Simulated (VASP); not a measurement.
Input of a VASP 6.6.1 run:

INCAR

```
SYSTEM = Ta2C
PREC = Accurate
ENCUT = 520
EDIFF = 1E-6
ISMEAR = 0
SIGMA = 0.15
LREAL = .False.
LASPH = .True.
NELM = 80
ALGO = Normal
ISIF = 2
LWAVE = .False.
LCHARG = .False.
GGA = PS
NBANDS = 20
```

File KPOINTS:

```
Automatic mesh
0
Gamma
  18 18 10
  0 0 0
```

POSCAR

```
Ta2C
1.0
    3.0953007044      0.0000000000      0.0000000000
   -1.5476503522      2.6806090424      0.0000000000
    0.0000000000      0.0000000000      5.0441072866
Ta C
2 1
Direct
    0.3333333333      0.6666666667      0.2528761934
    0.6666666667      0.3333333333      0.7471238066
    0.0000000000      0.0000000000      0.0000000000
```

Potentials or basis: VASP PAW PBE potentials, release 64 (Ta_pv, C).

Command:

```console
$ cat potpaw_PBE.64/Ta_pv/POTCAR potpaw_PBE.64/C/POTCAR > POTCAR
$ mpirun -np 1 vasp_std > vasp.out
```

(1) Predict the largest force.

(2) Estimate the band gap on the k mesh.

(3) Predict the pressure.

Answers

(1) 0.239 eV/Å.

(2) zero (bands 13 and 14 overlap by 0.67 eV).

(3) -6.5 GPa.

Caveat: the cell differs from its parent crystal (strain +0.000 along x and y, +0.025 along z); the stress differs along the axes, from -12 to -4 GPa; the PAW data sets were made with another functional, which shifts forces and pressure a little; spin-orbit coupling is left out, which moves the levels of the heavy elements.
